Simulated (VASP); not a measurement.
# Al in VASP: further runs, part 2 of 2

VASP 6.6.1.

## Step 3: Relaxation of the atoms, PBE

INCAR

```
SYSTEM = Al
PREC = Accurate
ENCUT = 450
EDIFF = 1E-7
ISMEAR = 0
SIGMA = 0.1
LREAL = .FALSE.
LASPH = .TRUE.
NELM = 120
ALGO = Normal
ISIF = 2
LWAVE = .FALSE.
LCHARG = .FALSE.
LDIPOL = .TRUE.
IDIPOL = 3
DIPOL = 0.5 0.5 0.331
GGA = PE
IBRION = 2
NSW = 36
EDIFFG = -0.025
GGA_COMPAT = .FALSE.
NELMIN = 4
NELMDL = -8
KPAR = 4
```

KPOINTS

```
regular mesh
0
G
  6 6 1
  0 0 0
```

POSCAR

```
Al
1.0
    5.7143028096      0.0000000000      0.0000000000
   -2.8571514048      4.9487313980      0.0000000000
    0.0000000000      0.0000000000     20.1016424764
Al
13
Selective dynamics
Direct
    0.3333333333      0.1666666667      0.1989887147  F F F
    0.3333333333      0.6666666667      0.1989887147  F F F
    0.8333333333      0.1666666667      0.1989887147  F F F
    0.8333333333      0.6666666667      0.1989887147  F F F
    0.1666666667      0.3333333333      0.3134533099  F F F
    0.1666666667      0.8333333333      0.3134533099  F F F
    0.6666666667      0.3333333333      0.3134533099  F F F
    0.6666666667      0.8333333333      0.3134533099  F F F
    0.0000000000      0.0000000000      0.4279074452  F F F
    0.0000000000      0.5000000000      0.4279074452  F F F
    0.5000000000      0.0000000000      0.4279074452  F F F
    0.5000000000      0.5000000000      0.4279074452  F F F
    0.0833333333      0.3333333333      0.5368253550  F F T
```

Potentials or basis: VASP PAW PBE potentials, release 64 (Al).

Started as:

```
cat potpaw_PBE.64/Al/POTCAR > POTCAR
mpirun -np 4 vasp_std > vasp.out
```

OUTCAR:

```text
SYSTEM = Al
   PREC = Accurate
   ENCUT = 450
   EDIFF = 1E-7
   ISMEAR = 0
   LREAL = .FALSE.
   LASPH = .TRUE.
   NELM = 120
   ISIF = 2
   GGA = PE
   IBRION = 2
   NSW = 36
   EDIFFG = -0.025
   NELMIN = 4
   NELMDL = -8

 ion  position               nearest neighbor table
   1  0.333  0.167  0.199-   5 2.83   6 2.83   7 2.83   4 2.86   2 2.86   2 2.86   4 2.86   3 2.86
                             3 2.86
   2  0.333  0.667  0.199-   6 2.83   5 2.83   8 2.83   3 2.86   1 2.86   1 2.86   3 2.86   4 2.86
                             4 2.86
   3  0.833  0.167  0.199-   7 2.83   8 2.83   5 2.83   4 2.86   2 2.86   4 2.86   2 2.86   1 2.86
                             1 2.86
   4  0.833  0.667  0.199-   8 2.83   7 2.83   6 2.83   3 2.86   1 2.86   3 2.86   1 2.86   2 2.86
                             2 2.86
   5  0.167  0.333  0.313-   9 2.83  12 2.83  10 2.83   1 2.83   2 2.83   3 2.83   8 2.86   6 2.86
                             6 2.86   8 2.86   7 2.86   7 2.86
   6  0.167  0.833  0.313-  10 2.83  11 2.83   9 2.83   2 2.83   1 2.83   4 2.83   7 2.86   5 2.86
                             5 2.86   7 2.86   8 2.86   8 2.86
   7  0.667  0.333  0.313-  11 2.83  10 2.83  12 2.83   3 2.83   4 2.83   1 2.83   8 2.86   6 2.86
                             8 2.86   6 2.86   5 2.86   5 2.86
   8  0.667  0.833  0.313-  12 2.83   9 2.83  11 2.83   4 2.83   3 2.83   2 2.83   7 2.86   5 2.86
                             7 2.86   5 2.86   6 2.86   6 2.86
   9  0.000  0.000  0.428-  13 2.78   5 2.83   8 2.83   6 2.83  12 2.86  10 2.86  10 2.86  12 2.86
                            11 2.86  11 2.86
  10  0.000  0.500  0.428-  13 2.53   6 2.83   7 2.83   5 2.83  11 2.86   9 2.86   9 2.86  11 2.86
                            12 2.86  12 2.86
  11  0.500  0.000  0.428-   7 2.83   6 2.83   8 2.83  10 2.86  12 2.86  12 2.86  10 2.86   9 2.86
                             9 2.86
  12  0.500  0.500  0.428-   8 2.83   5 2.83   7 2.83   9 2.86  11 2.86  11 2.86   9 2.86  10 2.86
                            10 2.86  13 3.02
  13  0.083  0.333  0.537-  10 2.53   9 2.78  12 3.02

  LATTYP: Found a hexagonal cell.
 ALAT       =     5.7143028096
 C/A-ratio  =     3.5177769093

  Lattice vectors:

 A1 = (   5.7143028096,   0.0000000000,   0.0000000000)
 A2 = (  -2.8571514048,   4.9487313980,   0.0000000000)
 A3 = (   0.0000000000,   0.0000000000,  20.1016424764)

Analysis of symmetry for initial positions (statically):
=====================================================================
 Subroutine PRICEL returns:
 Original cell was already a primitive cell.

 Routine SETGRP: Setting up the symmetry group for a
 hexagonal supercell.

 Subroutine GETGRP returns: Found  1 space group operations
 (whereof  1 operations were pure point group operations)
 out of a pool of 24 trial point group operations.

The static configuration has the point symmetry C_1 .

Analysis of symmetry for dynamics (positions and initial velocities):
=====================================================================
 Subroutine PRICEL returns:
 Original cell was already a primitive cell.

 Routine SETGRP: Setting up the symmetry group for a
 hexagonal supercell.

 Subroutine GETGRP returns: Found  1 space group operations
 (whereof  1 operations were pure point group operations)
 out of a pool of 24 trial point group operations.

The dynamic configuration has the point symmetry C_1 .

[... 116 lines left out ...]
   ions per type =              13
   NGX,Y,Z   is equivalent  to a cutoff of  11.64, 11.64, 11.58 a.u.
   NGXF,Y,Z  is equivalent  to a cutoff of  23.27, 23.27, 23.16 a.u.
 SYSTEM =  Al
   PREC   = accura    normal or accurate (medium, high low for compatibility)
   ISTART =      0    job   : 0-new  1-cont  2-samecut
   ICHARG =      2    charge: 1-file 2-atom 10-const
   ISPIN  =      1    spin polarized calculation?
   LNONCOLLINEAR =      F non collinear calculations
   LSORBIT =      F    spin-orbit coupling
   LASPH  =      T    aspherical Exc in radial PAW
   ENCUT  =  450.0 eV  33.07 Ry    5.75 a.u.   9.88  9.88 34.77*2*pi/ulx,y,z
   NELM   =    120;   NELMIN=  4; NELMDL= -8     # of ELM steps
   EDIFF  = 0.1E-06   stopping-criterion for ELM
   LREAL  =      F    real-space projection
   EDIFFG = -.3E-01   stopping-criterion for IOM
   NSW    =     36    number of steps for IOM
   IBRION =      2    ionic relax: 0-MD 1-quasi-New 2-CG
   NFREE  =      1    steps in history (QN), initial steepest desc. (CG)
   ISIF   =      2    stress and relaxation
   ISYM   =      2    0-nonsym 1-usesym 2-fastsym
   POTIM  = 0.5000    time-step for ionic-motion
   TEBEG  =    0.0;   TEEND  =   0.0 temperature during run
   PSTRESS=    0.0 pullay stress
   NELECT =      39.0000    total number of electrons
   NUPDOWN=      -1.0000    fix difference up-down
   EMIN   =  10.00;   EMAX   =-10.00  energy-range for DOS
   EFERMI =   0.00;   METHOD = LEGACY
   ISMEAR =     0;   SIGMA  =   0.10  broadening in eV -4-tet -1-fermi 0-gaus
   EFERMI_NEDOS =   21; number of points for ismear=-14 and -15
   IALGO  =     38    algorithm
   IMIX   =      4    mixing-type and parameters
     AMIX     =   0.40;   BMIX     =  1.00
     AMIX_MAG =   1.60;   BMIX_MAG =  1.00
  volume/ion in A,a.u.               =      43.73       295.08
  Fermi-wavevector in a.u.,A,eV,Ry     =   0.670193  1.266482  6.111182  0.449159
  Thomas-Fermi vector in A             =   1.745637
   LORBIT       =      0    0 simple, 1 ext, 2 COOP (PROOUT), +10 PAW based schemes
   GGA     = PE    functional components
   LHFCALC =     F    Hartree Fock is set to
   AEXX    =    0.0000 exact exchange contribution
   IVDW    =     0    specifies the selected vdW correction
   LEPSILON=     F    determine dielectric tensor
   LRPA    =     F    only Hartree local field effects (RPA)
 conjugate gradient relaxation of ions
 non-spin polarized calculation
 Gauss-broadening in eV      SIGMA  =   0.10
  energy-cutoff  :      450.00
  volume of cell :      568.45
 maximum number of plane-waves:     12344
   NGX = 19   NGY = 19   NGZ = 69

 dipolmoment           0.000000      0.000000     -0.004686 electrons x Angstroem

--------------------------------------- Ionic step        1  -------------------------------------------

 number of electron      39.0000000 magnetization

 Free energy of the ion-electron system (eV)
  ---------------------------------------------------
  ext. energy  EPLUGINS =         0.00000000
  ---------------------------------------------------
  free energy    TOTEN  =       -44.97639019 eV

  energy without entropy =      -44.95897436  energy(sigma->0) =      -44.96768228

------------------------ aborting loop because EDIFF is reached ----------------------------------------

  FORCE on cell =-STRESS in cart. coord.  units (eV):
  Direction    XX          YY          ZZ          XY          YZ          ZX
  --------------------------------------------------------------------------------------
  -------------------------------------------------------------------------------------
  Total       -2.7688655     -2.6472074      1.7507117     -0.2553151     -0.6043211      1.0658447
  in kB       -7.8041168     -7.4612204      4.9344249     -0.7196121     -1.7032943      3.0041100
  external PRESSURE =      -3.4436374 kB  Pullay stress =       0.0000000 kB
[... 81 lines left out ...]
--------------------------------------- Ionic step        3  -------------------------------------------

 number of electron      39.0000000 magnetization

 dipolmoment           0.000000      0.000000      0.038020 electrons x Angstroem

 Free energy of the ion-electron system (eV)
  ---------------------------------------------------
  ext. energy  EPLUGINS =         0.00000000
  ---------------------------------------------------
  free energy    TOTEN  =       -44.98254120 eV

  energy without entropy =      -44.96567703  energy(sigma->0) =      -44.97410911

 E-fermi :   0.4780     XC(G=0):  -4.9162

 val. band max:        0.4376852794   @ k =  -0.1667   0.3333   0.0000
 cond. band min:       0.4949638926   @ k =  -0.3333   0.1667   0.0000
 fundamental gap:      0.0572786132
 Fermi energy:         0.4780390295

 k-point     1 :       0.0000    0.0000    0.0000
  band No.  band energies     occupation
      1     -10.0895      2.00000
      2      -8.4678      2.00000
      3      -6.0826      2.00000
      4      -4.3305      2.00000
      5      -4.2095      2.00000
      6      -4.2040      2.00000
[... 569 lines left out ...]
     25       2.6343      0.00000
     26       3.2113      0.00000

------------------------ aborting loop because EDIFF is reached ----------------------------------------

 vacuum level on the upper side and lower side of the slab       (xc-potential included)        -0.127        -0.303

  FORCE on cell =-STRESS in cart. coord.  units (eV):
  Direction    XX          YY          ZZ          XY          YZ          ZX
  --------------------------------------------------------------------------------------
  -------------------------------------------------------------------------------------
  Total       -2.7761952     -2.6768322      1.0730548     -0.1883018     -0.5318381      0.9422588
  in kB       -7.8247758     -7.5447186      3.0244320     -0.5307334     -1.4989990      2.6557800
  external PRESSURE =      -4.1150208 kB  Pullay stress =       0.0000000 kB
[... 28 lines left out ...]
  FREE ENERGIE OF THE ION-ELECTRON SYSTEM (eV)
  ---------------------------------------------------
  free  energy   TOTEN  =       -44.9825411978 eV

  energy  without entropy=      -44.9656770285  energy(sigma->0) =      -44.97410911

 reached required accuracy - stopping structural energy minimisation

 vacuum level on the upper side and lower side of the slab         4.498         4.304
```

Wall time 5.3 min (4 MPI ranks of Intel Xeon Platinum 8259CL at 2.50GHz (Skylake/Cascade Lake), shared host); peak memory 0.63 GiB.

What came out:

| Property | Result |
| --- | --- |
| Free energy | -44.9825 eV |
| Energy gained by relaxing | 0.5 meV/atom |
| Ionic steps | 3 |
| Band gap on the k mesh | zero (an odd number of electrons rules out a gap without spin polarisation) |

The path:
```tsv
step	energy change (eV)	largest force on free atoms (eV/Å)	pressure (GPa)
1	0.0000	0.2579	-0.34
2	-0.0028	0.1892	-0.36
3	-0.0062	0.0105	-0.41
```

Final structure:
```yaml
crystal:
  lattice:
    - [5.71430, 0.00000, 0.00000]
    - [-2.85715, 4.94873, 0.00000]
    - [0.00000, 0.00000, 20.10164]
  atoms:
    - { symbol: Al, position: [0.33333, 0.16667, 0.19899] }
    - { symbol: Al, position: [0.33333, 0.66667, 0.19899] }
    - { symbol: Al, position: [0.83333, 0.16667, 0.19899] }
    - { symbol: Al, position: [0.83333, 0.66667, 0.19899] }
    - { symbol: Al, position: [0.16667, 0.33333, 0.31345] }
    - { symbol: Al, position: [0.16667, 0.83333, 0.31345] }
    - { symbol: Al, position: [0.66667, 0.33333, 0.31345] }
    - { symbol: Al, position: [0.66667, 0.83333, 0.31345] }
    - { symbol: Al, position: [0.00000, 0.00000, 0.42791] }
    - { symbol: Al, position: [0.00000, 0.50000, 0.42791] }
    - { symbol: Al, position: [0.50000, 0.00000, 0.42791] }
    - { symbol: Al, position: [0.50000, 0.50000, 0.42791] }
    - { symbol: Al, position: [0.08333, 0.33333, 0.53915] }
```

Levels at points of the mesh, in eV from the Fermi level:
| k point | band 17 | band 18 | band 19 | band 20 | band 21 | band 22 |
| --- | --- | --- | --- | --- | --- | --- |
| (0.00, 0.00, 0.00) | -1.93 | -0.90 | -0.75 | -0.49 | -0.34 | -0.17 |
| (0.50, 0.00, 0.00) | -0.47 | -0.37 | -0.20 | 0.40 | 0.81 | 0.99 |
| (0.00, 0.50, 0.00) | -0.48 | -0.36 | -0.18 | 0.45 | 0.78 | 0.93 |
| (0.50, 0.50, 0.00) | -0.48 | -0.34 | -0.19 | 0.52 | 0.70 | 0.91 |
